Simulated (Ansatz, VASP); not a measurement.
# Zn: VASP beside Ansatz

```
CELL_PARAMETERS angstrom
2.68245 0.00000 0.00000
-1.34122 2.32307 0.00000
0.00000 0.00000 4.97946
ATOMIC_POSITIONS crystal
Zn 0.33333 0.66667 0.25000
Zn 0.66667 0.33333 0.75000
```

Change from the starting cell: volume scaled by 1.02, crystal datasets.

Alike in both runs: task electric field gradients; functional PBEsol; k mesh 16 × 16 × 8; occupations fermi-dirac, width 0.03 eV; no spin polarisation.

|  | VASP | Ansatz |
| --- | --- | --- |
| version | VASP 6.6.1 | Ansatz 0.2.0 |
| potentials or method | VASP PAW PBE potentials, release 64 (Zn), cutoff 520 eV | all-electron PAW with datasets made for the crystal, scalar-relativistic |

VASP gave:

- pressure (GPa): -6.4
- traceless stress, the component that is largest in VASP (GPa): 0.58
- size of Vzz on the site where it differs most (V/Å²): 36.4

Task: What did Ansatz give for the same quantities?

Result: Pressure (GPa): -6.7; traceless stress, the component that is largest in VASP (GPa): 0.69; size of Vzz on the site where it differs most (V/Å²): 36.3.

VASP's potentials were made for PBE, not for PBEsol. Ansatz ran all-electron here, and VASP with PAW potentials.
